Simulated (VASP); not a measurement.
Wanted: the native input for a VASP 6.6.1 run.

| Item | Value |
| --- | --- |
| Task | single point |
| Functional | PBEsol |
| Potentials or basis | VASP PAW PBE potentials, release 64 (Te, Nb_sv) |
| Cutoff | 520 eV |
| k mesh | 8 × 8 × 7 |
| Occupations | fermi-dirac, width 0.05 eV |
| Spin | no spin polarisation |
| Dipole correction | no |
| Further INCAR settings | ALGO = Normal; EDIFF = 1e-06; NBANDS = 16 |

The structure of NbTe lies in POSCAR:

```
NbTe
1.0
    3.6781214607      0.0000000000      0.0000000000
   -1.8390607303      3.1853466232      0.0000000000
    0.0000000000      0.0000000000      3.6694168905
Te Nb
1 1
Direct
    0.6666666667      0.3333333333      0.0000000000
    0.0000000000      0.0000000000      0.5000000000
```

This cell differs from its parent crystal: volume scaled by 0.98.

The input as run:

INCAR

```
SYSTEM = NbTe
PREC = Accurate
ENCUT = 520
EDIFF = 1E-6
ISMEAR = -1
SIGMA = 0.05
LREAL = .FALSE.
LASPH = .TRUE.
NELM = 60
ALGO = Normal
ISIF = 2
LWAVE = .FALSE.
LCHARG = .TRUE.
GGA = PS
LELF = .TRUE.
LVHAR = .TRUE.
NBANDS = 16
```

KPOINTS

```
regular mesh
0
G
  8 8 7
  0 0 0
```

Potentials or basis: VASP PAW PBE potentials, release 64 (Te, Nb_sv).

Launch:

```sh
$ cat potpaw_PBE.64/Te/POTCAR potpaw_PBE.64/Nb_sv/POTCAR > POTCAR
$ mpirun -np 1 vasp_std > vasp.out
```

Results of the run:

The pressure is -3.0 GPa.

Caveat: the PAW data sets were made with another functional, which shifts forces and pressure a little.

It took 22 s on 1 thread of Intel(R) Xeon(R) Platinum 8375C CPU @ 2.90GHz (Ice Lake), with other jobs on the host, peak memory 0.17 GiB.
